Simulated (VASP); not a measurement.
**Pb: single point with PBEsol**

Pb:

```
CELL_PARAMETERS angstrom
3.49156 0.00000 0.00000
-1.74578 3.02378 0.00000
0.00000 0.00000 5.60857
ATOMIC_POSITIONS crystal
Pb 0.33333 0.66667 0.25000
Pb 0.66667 0.33333 0.75000
```

This cell differs from its parent crystal: volume scaled by 1.01.

```json
{
  "Program": "VASP 6.6.1",
  "Task": "single point",
  "Functional": "PBEsol",
  "Potentials or basis": "VASP PAW PBE potentials, release 64 (Pb_d)",
  "Cutoff": "520 eV",
  "k mesh": "14 × 14 × 8",
  "Occupations": "fermi-dirac, width 0.08 eV",
  "Spin": "no spin polarisation",
  "Dipole correction": "no",
  "Further INCAR settings": "ALGO = Normal; EDIFF = 1e-06; NBANDS = 21"
}
```

* Pressure: 0.4 GPa
* Band gap on the k mesh: zero (band 14 reaches 12.93 eV, above the bottom of band 15 at 5.58 eV)

Stress tensor (GPa, compression positive):
```
-0.17  0.00  0.00
 0.00 -0.17  0.00
 0.00  0.00  1.58
```

Levels at points of the mesh, in eV from the Fermi level:
```
           k point  band 11  band 12  band 13  band 14  band 15  band 16  band 17  band 18
(0.00, 0.00, 0.00)   -11.89    -7.97    -4.25     5.54     5.54     7.43     7.43     8.09
(0.50, 0.00, 0.00)    -8.38    -7.14    -2.87    -1.39    -0.50     1.79     1.98     5.76
(0.00, 0.00, 0.50)   -10.62   -10.62     1.02     1.02     6.44     6.44     6.44     6.44
(0.50, 0.00, 0.50)    -7.54    -7.54    -3.76    -3.76     3.43     3.43     3.75     3.75
```

It took 100 s on 1 thread of Intel(R) Xeon(R) Platinum 8259CL CPU @ 2.50GHz (Skylake/Cascade Lake) (shared host), peak memory 0.25 GiB.

Caveat: the PAW data sets were made with another functional, which shifts forces and pressure a little; spin-orbit coupling is left out, which moves the levels of the heavy elements.
